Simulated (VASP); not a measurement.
Here is a VASP 6.6.1 calculation.

INCAR

```
SYSTEM = Ag
  AGGAC = 1.0
  AGGAX = 1.0
  ALDAC = 0.0
  ALDAX = 1.0
  ALGO = Normal
  EDIFF = 1E-6
  ENCUT = 520
  GGA = B5
  ISIF = 2
  ISMEAR = -1
  LASPH = .TRUE.
  LCHARG = .FALSE.
  LREAL = .FALSE.
  LWAVE = .FALSE.
  NBANDS = 18
  NELM = 80
  PREC = Accurate
  SIGMA = 0.1
```

The input KPOINTS:

```
k-points
0
G
  10 10 10
  0 0 0
```

File POSCAR:

```
Ag
1.0
    0.0000000000      3.2707423394      3.2707423394
    3.2707423394      0.0000000000      3.2707423394
    3.2707423394      3.2707423394      0.0000000000
Ag
2
Direct
    0.1250000000      0.1250000000      0.1250000000
    0.8750000000      0.8750000000      0.8750000000
```

Potentials or basis: VASP PAW PBE potentials, release 64 (Ag).

Run with:

```console
$ cat potpaw_PBE.64/Ag/POTCAR > POTCAR
$ mpirun -np 1 vasp_std > vasp.out
```

Problem. What does it give for the pressure?

Solution. -1.4 GPa.

Problem. What does it give for the band gap on the k mesh?

Solution. Zero (band 11 reaches 2.16 eV, above the bottom of band 12 at 1.78 eV).

Caveat: the PAW data sets were made with another functional, which shifts forces and pressure a little.
